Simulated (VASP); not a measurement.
MgO: single point with RPBE

MgO:

```
Mg O
1.0
     4.25385    0.00000    0.00000
     0.00000   -4.25385    0.00000
     0.00000    0.00000   -4.25385
Mg O
4 4
Direct
  0.04987 0.04987 0.00000
  0.50000 0.50000 0.00000
  0.50000 0.00000 0.50000
  0.00000 0.50000 0.50000
  0.50000 0.00000 0.00000
  0.00000 0.50000 0.00000
  0.00000 0.00000 0.50000
  0.50000 0.50000 0.50000
```

- Program: VASP 6.6.1
- Task: single point
- Functional: RPBE
- Potentials or basis: VASP PAW PBE potentials, release 64 (Mg, O)
- Cutoff: 520 eV
- k mesh: 6 × 6 × 6
- Occupations: gaussian, width 0.05 eV
- Spin: no spin polarisation
- Dipole correction: no
- Further INCAR settings: ALGO = Normal; EDIFF = 1e-07; NBANDS = 26

```yaml
Pressure: 6.3 GPa
Largest_force: 3.057 eV/Å
Band_gap_on_the_k_mesh: 4.54 eV
```

Forces in eV/Å, atoms in the order of the input:
```
Mg  -2.162  2.162  0.000
Mg   0.581 -0.581  0.000
Mg   0.510  0.159  0.000
Mg  -0.159 -0.510  0.000
O    0.759 -0.228  0.000
O    0.228 -0.759  0.000
O    0.304 -0.304  0.000
O   -0.059  0.059  0.000
```

Stress tensor (GPa, compression positive):
```
7.40 0.20 0.00
0.20 7.40 0.00
0.00 0.00 3.97
```

Levels at points of the mesh, in eV from the valence-band top:
| k point | band 12 | band 13 | band 14 | band 15 | band 16 | band 17 | band 18 | band 19 | band 20 | band 21 |
| --- | --- | --- | --- | --- | --- | --- | --- | --- | --- | --- |
| (0.00, 0.00, 0.00) | -1.27 | -1.26 | -0.03 | -0.01 | 0.00 | 4.54 | 9.12 | 9.17 | 9.28 | 9.74 |
| (0.50, 0.00, 0.00) | -1.67 | -0.75 | -0.75 | -0.67 | -0.67 | 7.73 | 7.95 | 10.79 | 11.21 | 11.40 |
| (0.00, 0.00, 0.50) | -1.65 | -0.78 | -0.70 | -0.69 | -0.68 | 7.86 | 7.89 | 10.90 | 10.97 | 11.55 |
| (0.50, 0.50, 0.00) | -1.76 | -0.71 | -0.61 | -0.60 | -0.55 | 9.04 | 9.28 | 9.33 | 9.52 | 11.18 |
| (0.00, 0.50, 0.50) | -1.83 | -0.66 | -0.65 | -0.61 | -0.54 | 9.16 | 9.20 | 9.39 | 9.45 | 11.39 |
| (0.50, 0.50, 0.50) | -0.65 | -0.60 | -0.58 | -0.56 | -0.52 | 7.72 | 7.81 | 7.84 | 7.88 | 12.19 |

Run time: 2.3 min on 1 thread of Intel Xeon 8259CL (shared host), peak memory 0.22 GiB.

Caveat: the cell stands under pressure; the PAW data sets were made with another functional, which shifts forces and pressure a little. A hybrid or GW would open this gap; RPBE tends to underestimate it.
